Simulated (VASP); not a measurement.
# Al (P6_3/mmc) in VASP: notebook, part 2 of 2

VASP 6.6.1.

### 3 Single point, PBEsol+D3(BJ) (16.55 Å³/atom)

Contents of INCAR:

```
ALGO = Fast
EDIFF = 1E-6
ENCUT = 520
GGA = PS
ISIF = 2
ISMEAR = 0
IVDW = 12
LASPH = True
LCHARG = False
LREAL = False
LWAVE = False
NBANDS = 14
NELM = 60
PREC = Accurate
SIGMA = 0.15
```

Contents of KPOINTS:

```
k-points
0
Gamma
  18 18 6
```

Contents of POSCAR:

```
Al
1.0
    2.7990558785      0.0000000000      0.0000000000
   -1.3995279392      2.4240534974      0.0000000000
    0.0000000000      0.0000000000      9.7555494534
Al
4
Direct
    0.0000000000      0.0000000000      0.0000000000
    0.3333333333      0.6666666667      0.2500000000
    0.0000000000      0.0000000000      0.5000000000
    0.6666666667      0.3333333333      0.7500000000
```

Potentials or basis: VASP PAW PBE potentials, release 64 (Al).

Launch:

```
cat potpaw_PBE.64/Al/POTCAR > POTCAR
mpirun -np 1 vasp_std > vasp.out
```

OUTCAR:

```text
EDIFF = 1E-6
   ENCUT = 520
   GGA = PS
   ISIF = 2
   ISMEAR = 0
   IVDW = 12
   LASPH = True
   LREAL = False
   NELM = 60
   PREC = Accurate
 IVDW          = 12

 ion  position               nearest neighbor table
   1  0.000  0.000  0.000-   2 2.93   4 2.93   2 2.93   4 2.93   4 2.93   2 2.93
   2  0.333  0.667  0.250-   1 2.93   3 2.93   1 2.93   3 2.93   1 2.93   3 2.93
   3  0.000  0.000  0.500-   2 2.93   4 2.93   2 2.93   4 2.93   4 2.93   2 2.93
   4  0.667  0.333  0.750-   1 2.93   3 2.93   1 2.93   3 2.93   1 2.93   3 2.93

  LATTYP: Found a hexagonal cell.
 ALAT       =     2.7990558785
 C/A-ratio  =     3.4853000000

  Lattice vectors:

 A1 = (   2.7990558785,   0.0000000000,   0.0000000000)
 A2 = (  -1.3995279392,   2.4240534974,   0.0000000000)
 A3 = (   0.0000000000,   0.0000000000,   9.7555494534)

Analysis of symmetry for initial positions (statically):
=====================================================================
 Subroutine PRICEL returns:
 Original cell was already a primitive cell.

 Routine SETGRP: Setting up the symmetry group for a
 hexagonal supercell.

 Subroutine GETGRP returns: Found 24 space group operations
 (whereof 12 operations were pure point group operations)
 out of a pool of 24 trial point group operations.

The static configuration has the point symmetry D_3d.
 The point group associated with its full space group is D_6h.

Analysis of symmetry for dynamics (positions and initial velocities):
=====================================================================
 Subroutine PRICEL returns:
 Original cell was already a primitive cell.

 Routine SETGRP: Setting up the symmetry group for a
 hexagonal supercell.

 Subroutine GETGRP returns: Found 24 space group operations
 (whereof 12 operations were pure point group operations)
 out of a pool of 24 trial point group operations.

The dynamic configuration has the point symmetry D_3d.
 The point group associated with its full space group is D_6h.

 Subroutine INISYM returns: Found 24 space group operations
[... 136 lines left out ...]
  volume of cell :       66.19
 maximum number of plane-waves:      1804
 NGX is ok and might be reduce to    24
   NGX = 11   NGY = 11   NGZ = 37

 number of electron      12.0000000 magnetization

 Free energy of the ion-electron system (eV)
  ---------------------------------------------------
  ext. energy  EPLUGINS =         0.00000000
  ---------------------------------------------------
  free energy    TOTEN  =       -16.28509922 eV

  energy without entropy =      -16.26663036  energy(sigma->0) =      -16.27586479

 E-fermi :   7.8995     XC(G=0): -10.2445

 val. band max:        7.8944550529   @ k =   0.3889   0.1111   0.0000
 cond. band min:       7.9096478758   @ k =   0.3889   0.2222   0.3333
 fundamental gap:      0.0151928229
 Fermi energy:         7.8994774448

 k-point     1 :       0.0000    0.0000    0.0000
  band No.  band energies     occupation
      1      -3.1949      2.00000
      2      -1.6532      2.00000
      3      -1.6468      2.00000
      4       2.7653      2.00000
      5       3.0224      2.00000
      6      10.1839      0.00000
      7      10.1898      0.00000
      8      19.0320      0.00000
      9      19.5596      0.00000
     10      19.5596      0.00000
     11      19.6463      0.00000
     12      19.6463      0.00000
     13      20.1304      0.00000
     14      20.5139      0.00000
[... 377 lines left out ...]
      1       1.9132      2.00000
      2       3.3805      2.00000
      3       3.3831      2.00000
      4       4.5521      2.00000
      5       6.0718      2.00000
      6       6.0806      2.00000
      7       7.8945      1.03777
      8       7.9259      0.80356
      9      10.1437      0.00000
     10      10.5320      0.00000
     11      11.5670      0.00000
     12      12.5535      0.00000
     13      12.8255      0.00000
     14      15.0824      0.00000

 [... further k-points ...]

------------------------ aborting loop because EDIFF is reached ----------------------------------------

 Edisp (eV)   -1.26579

 E8    (eV) :    -0.8523

  FORCE on cell =-STRESS in cart. coord.  units (eV):
  Direction    XX          YY          ZZ          XY          YZ          ZX
  --------------------------------------------------------------------------------------
  -------------------------------------------------------------------------------------
  Total      -1.16432    -1.16432    -2.74128    -0.00000     0.00000     0.00000
  in kB     -28.18243   -28.18243   -66.35267    -0.00000     0.00000     0.00000
  external pressure =      -40.91 kB  Pullay stress =        0.00 kB

 VOLUME and BASIS-vectors are now :
 -----------------------------------------------------------------------------
  energy-cutoff  :      520.00
  volume of cell :       66.19
      direct lattice vectors                 reciprocal lattice vectors
     2.799055878  0.000000000  0.000000000     0.357263321  0.206266075  0.000000000
    -1.399527939  2.424053497  0.000000000     0.000000000  0.412532150  0.000000000
     0.000000000  0.000000000  9.755549453     0.000000000  0.000000000  0.102505759

 POSITION                                       TOTAL-FORCE (eV/Angst)
 -----------------------------------------------------------------------------------
      0.00000      0.00000      0.00000        -0.000000      0.000000      0.000000
     -0.00000      1.61604      2.43889         0.000000     -0.000000     -0.000000
      0.00000      0.00000      4.87777        -0.000000      0.000000      0.000000
      1.39953      0.80802      7.31666        -0.000000      0.000000      0.000000
 -----------------------------------------------------------------------------------
    total drift:                               -0.000000     -0.000000      0.000000

  FREE ENERGIE OF THE ION-ELECTRON SYSTEM (eV)
  ---------------------------------------------------
  free  energy   TOTEN  =       -17.5508878626 eV

  energy  without entropy=      -17.5324189984  energy(sigma->0) =      -17.54165343
```

OSZICAR:

```text
N       E                     dE             d eps       ncg     rms          rms(c)
DAV:   1     0.452490334465E+01    0.45249E+01   -0.40840E+03  4160   0.654E+02
DAV:   2    -0.157063901279E+02   -0.20231E+02   -0.18574E+02  5438   0.880E+01
DAV:   3    -0.163957350356E+02   -0.68934E+00   -0.67689E+00  5606   0.130E+01
DAV:   4    -0.164007554065E+02   -0.50204E-02   -0.50178E-02  4942   0.138E+00
DAV:   5    -0.164008105380E+02   -0.55131E-04   -0.55131E-04  5544   0.151E-01    0.278E+00
RMM:   6    -0.163314574394E+02    0.69353E-01   -0.77993E-03  4163   0.448E-01    0.160E+00
RMM:   7    -0.162855390211E+02    0.45918E-01   -0.19178E-02  4379   0.693E-01    0.201E-01
RMM:   8    -0.162850917918E+02    0.44723E-03   -0.99668E-04  4528   0.194E-01    0.306E-02
RMM:   9    -0.162851031483E+02   -0.11357E-04   -0.17222E-04  4902   0.904E-02    0.380E-02
RMM:  10    -0.162851053332E+02   -0.21849E-05   -0.22828E-05  4928   0.318E-02    0.218E-02
RMM:  11    -0.162850983073E+02    0.70259E-05   -0.67000E-06  4564   0.142E-02    0.432E-02
RMM:  12    -0.162850998532E+02   -0.15460E-05   -0.23160E-06  4262   0.892E-03    0.202E-02
RMM:  13    -0.162850992244E+02    0.62886E-06   -0.47133E-07  2879   0.469E-03
   1 F= -.17550888E+02 E0= -.17541653E+02  d E =-.184689E-01
```

stdout:

```text
POSCAR found type information on POSCAR Al
 POSCAR found :  1 types and       4 ions
 scaLAPACK will be used
 -----------------------------------------------------------------------------
|                                                                             |
|                                                                             |
|     You enforced a specific xc type in the INCAR file but a different       |
|     I HOPE YOU KNOW WHAT YOU ARE DOING!                                     |
|                                                                             |
 -----------------------------------------------------------------------------

 LDA part: xc-table for (Slater+PW92), standard interpolation
 POSCAR, INCAR and KPOINTS ok, starting setup
 FFT: planning ... GRIDC
 FFT: planning ... GRID_SOFT
 FFT: planning ... GRID
 WAVECAR not read
 entering main loop
```

Wall time 3.9 min (1 thread of AMD EPYC 7R13, shared host); peak memory 0.24 GiB.

Results:

```
Free energy                : -17.5509 eV
Pressure                   : -4.1 GPa
Band gap on the k mesh     : zero (bands 6 and 7 overlap by 4.50 eV)
Dispersion energy per atom : -0.316 eV
```

Levels at points of the mesh, in eV from the Fermi level:
| k point | band 4 | band 5 | band 6 | band 7 | band 8 | band 9 |
| --- | --- | --- | --- | --- | --- | --- |
| (0.00, 0.00, 0.00) | -5.13 | -4.88 | 2.28 | 2.29 | 11.13 | 11.66 |
| (0.50, 0.00, 0.00) | -3.75 | -3.14 | -3.11 | 0.78 | 0.83 | 1.16 |
| (0.00, 0.00, 0.50) | -7.64 | -1.68 | -1.68 | 6.81 | 6.81 | 11.96 |
| (0.50, 0.00, 0.50) | -4.55 | -1.86 | -1.86 | -1.23 | -1.23 | 3.98 |

Caveat: the cell stands under tension; the PAW data sets were made with another functional, which shifts forces and pressure a little.

The gap in the log of VASP goes by the Fermi energy; the results here count the filled bands.